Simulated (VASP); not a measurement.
# NiO (Pmma) in VASP: single point with PBE

Aim: the single point of NiO with PBE.

Everything below comes from runs of VASP 6.6.1. Logs are shortened: lines on timing, memory, paths and dates and some standing lists are left out, and cuts for length are marked.

## 1. The cell of the first run

The structure is orthorhombic, space group Pmma (No. 51). The conventional cell has a = 4.937 Å, b = 2.642 Å, c = 3.693 Å, α = 90.00°, β = 90.00°, γ = 90.00°. Ni (site symmetry 2/m) has 4 O at 1.91 Å and 2 Ni at 2.47 Å within 2.5 Å. O (site symmetry mm2) has 4 Ni at 1.91 Å within 2.5 Å.

## 2. Single point, PBE

POSCAR reads:

```
NiO
1.0
    4.9367993841      0.0000000000      0.0000000000
    0.0000000000      2.6415287464      0.0000000000
    0.0000000000      0.0000000000      3.6929249362
Ni O
2 2
Direct
    0.0000000000      0.0000000000      0.0000000000
    0.5000000000      0.0000000000      0.0000000000
    0.7500000000      0.5000000000      0.1682796906
    0.2500000000      0.5000000000      0.8317203094
```

INCAR.step1 reads:

```
SYSTEM = NiO
  PREC = Accurate
  ENCUT = 520
  EDIFF = 1E-7
  ISMEAR = 0
  SIGMA = 0.1
  LREAL = .False.
  LASPH = .True.
  NELM = 60
  ALGO = Normal
  ISIF = 2
  LWAVE = .False.
  LCHARG = .True.
  LMAXMIX = 4
  GGA = PE
  NBANDS = 24
```

KPOINTS.step1 reads:

```
regular mesh
0
Gamma
  10 18 14
  0 0 0
```

INCAR.step2 reads:

```
SYSTEM = NiO
  PREC = Accurate
  ENCUT = 520
  EDIFF = 1E-7
  ISMEAR = -5
  SIGMA = 0.1
  LREAL = .False.
  LASPH = .True.
  NELM = 60
  ALGO = Normal
  ISIF = 2
  LWAVE = .False.
  LCHARG = .False.
  LMAXMIX = 4
  GGA = PE
  LORBIT = 10
  NEDOS = 1001
  ICHARG = 11
```

KPOINTS.step2 reads:

```
regular mesh
0
Gamma
  15 27 21
  0 0 0
```

Potentials or basis: VASP PAW PBE potentials, release 64 (Ni, O).

Launch:

```
$ cat potpaw_PBE.64/Ni/POTCAR potpaw_PBE.64/O/POTCAR > POTCAR
$ cp INCAR.step1 INCAR
$ cp KPOINTS.step1 KPOINTS
$ mpirun -np 1 vasp_std > vasp.out
$ cp INCAR.step2 INCAR
$ cp KPOINTS.step2 KPOINTS
$ mpirun -np 1 vasp_std > vasp.out
```

OUTCAR:

```text
SYSTEM = NiO
   PREC = Accurate
   ENCUT = 520
   EDIFF = 1E-7
   ISMEAR = -5
   LREAL = .False.
   LASPH = .True.
   NELM = 60
   ISIF = 2
   GGA = PE
   LORBIT = 10
   ICHARG = 11

 ion  position               nearest neighbor table
   1  0.000  0.000  0.000-   3 1.91   4 1.91   3 1.91   4 1.91   2 2.47   2 2.47
   2  0.500  0.000  0.000-   3 1.91   4 1.91   3 1.91   4 1.91   1 2.47   1 2.47
   3  0.750  0.500  0.168-   1 1.91   2 1.91   1 1.91   2 1.91
   4  0.250  0.500  0.832-   1 1.91   2 1.91   1 1.91   2 1.91

  LATTYP: Found a simple orthorhombic cell.
 ALAT       =     2.6415287464
 B/A-ratio  =     1.3980256475
 C/A-ratio  =     1.8689175315

  Lattice vectors:

 A1 = (   0.0000000000,   2.6415287464,   0.0000000000)
 A2 = (   0.0000000000,   0.0000000000,   3.6929249362)
 A3 = (   4.9367993841,   0.0000000000,   0.0000000000)

Analysis of symmetry for initial positions (statically):
=====================================================================
 Subroutine PRICEL returns:
 Original cell was already a primitive cell.

 Routine SETGRP: Setting up the symmetry group for a
 simple orthorhombic supercell.

 Subroutine GETGRP returns: Found  8 space group operations
 (whereof  4 operations were pure point group operations)
 out of a pool of  8 trial point group operations.

The static configuration has the point symmetry C_2h.
 The point group associated with its full space group is D_2h.

Analysis of symmetry for dynamics (positions and initial velocities):
=====================================================================
 Subroutine PRICEL returns:
 Original cell was already a primitive cell.

 Routine SETGRP: Setting up the symmetry group for a
 simple orthorhombic supercell.

 Subroutine GETGRP returns: Found  8 space group operations
 (whereof  4 operations were pure point group operations)
 out of a pool of  8 trial point group operations.

The dynamic configuration has the point symmetry C_2h.
 The point group associated with its full space group is D_2h.

 Subroutine INISYM returns: Found  8 space group operations
 (whereof  4 operations are pure point group operations),
 and found     1 'primitive' translations

----------------------------------------------------------------------------------------

                                     Primitive cell

  volume of cell :      48.1583

  direct lattice vectors                    reciprocal lattice vectors
[... 103 lines left out ...]
   PSTRESS=    0.0 pullay stress
   NELECT =      32.0000    total number of electrons
   NUPDOWN=      -1.0000    fix difference up-down
   EMIN   =  10.00;   EMAX   =-10.00  energy-range for DOS
   EFERMI =   0.00;   METHOD = LEGACY
   ISMEAR =    -5;   SIGMA  =   0.10  broadening in eV -4-tet -1-fermi 0-gaus
   EFERMI_NEDOS =   21; number of points for ismear=-14 and -15
   IALGO  =     38    algorithm
   IMIX   =      4    mixing-type and parameters
     AMIX     =   0.40;   BMIX     =  1.00
     AMIX_MAG =   1.60;   BMIX_MAG =  1.00
  volume/ion in A,a.u.               =      12.04        81.25
  Fermi-wavevector in a.u.,A,eV,Ry     =   1.428568  2.699603 27.766876  2.040808
  Thomas-Fermi vector in A             =   2.548616
   LORBIT       =     10    0 simple, 1 ext, 2 COOP (PROOUT), +10 PAW based schemes
   GGA     = PE    functional components
   LHFCALC =     F    Hartree Fock is set to
   AEXX    =    0.0000 exact exchange contribution
   IVDW    =     0    specifies the selected vdW correction
   LEPSILON=     F    determine dielectric tensor
   LRPA    =     F    only Hartree local field effects (RPA)
 non-spin polarized calculation
 Fermi weights with tetrahedron method with Bloechl corrections
  energy-cutoff  :      520.00
  volume of cell :       48.16
 maximum number of plane-waves:      1319
 NGX is ok and might be reduce to    40

 number of electron      31.9999951 magnetization

 Free energy of the ion-electron system (eV)
  ---------------------------------------------------
  ext. energy  EPLUGINS =         0.00000000
  ---------------------------------------------------
  free energy    TOTEN  =       -22.96027790 eV

  energy without entropy =      -22.96027790  energy(sigma->0) =      -22.96027790

 E-fermi :   4.3099     XC(G=0): -10.6136

 val. band max:        4.3356950171   @ k =   0.0667   0.2222   0.4286
 cond. band min:       4.2944348788   @ k =   0.1333   0.1852   0.2381
 fundamental gap:     -0.0412601383
 Fermi energy:         4.3098635185

 k-point     1 :       0.0000    0.0000    0.0000
  band No.  band energies     occupation
      1     -15.8566      2.00000
      2     -14.7220      2.00000
      3      -3.4094      2.00000
      4      -1.6519      2.00000
      5      -0.9791      2.00000
      6       0.5869      2.00000
[... 541 lines left out ...]
     19       8.8369      0.00000
     20       9.1104      0.00000

 [... further k-points ...]

------------------------ aborting loop because EDIFF is reached ----------------------------------------

  FORCE on cell =-STRESS in cart. coord.  units (eV):
  Direction    XX          YY          ZZ          XY          YZ          ZX
  --------------------------------------------------------------------------------------
  -------------------------------------------------------------------------------------
  Total        0.3240295      0.3042875      0.0932782      0.0000000      0.0000000      0.0000000
  in kB       10.7801262     10.1233311      3.1032700      0.0000000      0.0000000      0.0000000
  external PRESSURE =       8.0022424 kB  Pullay stress =       0.0000000 kB

 VOLUME and BASIS-vectors are now :
 -----------------------------------------------------------------------------
  energy-cutoff  :      520.00
  volume of cell :       48.16
      direct lattice vectors                 reciprocal lattice vectors
     4.936799384  0.000000000  0.000000000     0.202560388  0.000000000  0.000000000
     0.000000000  2.641528746  0.000000000     0.000000000  0.378568661  0.000000000
     0.000000000  0.000000000  3.692924936     0.000000000  0.000000000  0.270788066

 POSITION                                       TOTAL-FORCE (eV/Angst)
 -----------------------------------------------------------------------------------
      0.00000      0.00000      0.00000         0.000000      0.000000      0.000000
      2.46840      0.00000      0.00000         0.000000      0.000000      0.000000
      3.70260      1.32076      0.62144         0.000000      0.000000      0.041728
      1.23420      1.32076      3.07148         0.000000      0.000000     -0.041728
 -----------------------------------------------------------------------------------
    total drift:                                0.000000      0.000000     -0.000000

  FREE ENERGIE OF THE ION-ELECTRON SYSTEM (eV)
  ---------------------------------------------------
  free  energy   TOTEN  =       -22.9602779036 eV

  energy  without entropy=      -22.9602779036  energy(sigma->0) =      -22.96027790

 total charge

# of ion       s       p       d       tot
------------------------------------------
    1        0.418   0.506   8.382   9.306
    2        0.418   0.506   8.382   9.306
    3        1.566   3.396   0.000   4.963
    4        1.566   3.396   0.000   4.963
--------------------------------------------------
tot          3.969   7.805  16.763  28.538
```

OUTCAR.step1:

```text
SYSTEM = NiO
   PREC = Accurate
   ENCUT = 520
   EDIFF = 1E-7
   ISMEAR = 0
   LREAL = .False.
   LASPH = .True.
   NELM = 60
[... 880 lines left out ...]
      2.46840      0.00000      0.00000        -0.000000      0.000000      0.000000
      3.70260      1.32076      0.62144         0.000000     -0.000000      0.030973
      1.23420      1.32076      3.07148        -0.000000      0.000000     -0.030973
 -----------------------------------------------------------------------------------
    total drift:                                0.000000      0.000000     -0.000000

  FREE ENERGIE OF THE ION-ELECTRON SYSTEM (eV)
  ---------------------------------------------------
  free  energy   TOTEN  =       -22.9697272493 eV

  energy  without entropy=      -22.9541938275  energy(sigma->0) =      -22.96196054
```

OSZICAR.step1:

```text
N       E                     dE             d eps       ncg     rms          rms(c)
DAV:   1     0.261128084052E+03    0.26113E+03   -0.15108E+04 23264   0.163E+03
DAV:   2    -0.646058434082E+00   -0.26177E+03   -0.23417E+03 24424   0.352E+02
DAV:   3    -0.281222784463E+02   -0.27476E+02   -0.26562E+02 27776   0.132E+02
DAV:   4    -0.286689279305E+02   -0.54665E+00   -0.54601E+00 26088   0.198E+01
DAV:   5    -0.286824586802E+02   -0.13531E-01   -0.13530E-01 30688   0.292E+00    0.235E+01
DAV:   6    -0.280183196424E+02    0.66414E+00   -0.35002E+01 32232   0.109E+02    0.265E+01
DAV:   7    -0.229630757665E+02    0.50552E+01   -0.11602E+01 27256   0.962E+01    0.796E+00
DAV:   8    -0.229719371702E+02   -0.88614E-02   -0.20520E+00 30648   0.158E+01    0.248E+00
DAV:   9    -0.229725725863E+02   -0.63542E-03   -0.13935E-01 26008   0.350E+00    0.672E-01
DAV:  10    -0.229697117346E+02    0.28609E-02   -0.46209E-03 33776   0.148E+00    0.219E-01
DAV:  11    -0.229697262914E+02   -0.14557E-04   -0.20691E-03 27912   0.463E-01    0.650E-02
DAV:  12    -0.229697211121E+02    0.51794E-05   -0.15864E-04 31144   0.136E-01    0.330E-02
DAV:  13    -0.229697281520E+02   -0.70400E-05   -0.52129E-05 31064   0.101E-01    0.134E-02
DAV:  14    -0.229697269550E+02    0.11970E-05   -0.57129E-06 31784   0.384E-02    0.432E-03
DAV:  15    -0.229697271774E+02   -0.22239E-06   -0.13848E-06 25728   0.966E-03    0.124E-03
DAV:  16    -0.229697272493E+02   -0.71857E-07   -0.98629E-08 20000   0.300E-03
   1 F= -.22969727E+02 E0= -.22961961E+02  d E =-.155334E-01
```

Run time: 33 min. Hardware: 1 thread of AMD EPYC, shared host; peak memory 1.1 GiB.

What came out:

```
Valence electrons inside the program's atomic spheres : Ni 9.31; O 4.96
```

Caveat: the run has no spin polarisation, though such a crystal can be magnetic; semilocal functionals often make such compounds metallic where correlation or magnetic order opens a gap, which also shifts bond lengths. Spin polarisation is off, so any magnetic state and its effect on volume and gap are missing.
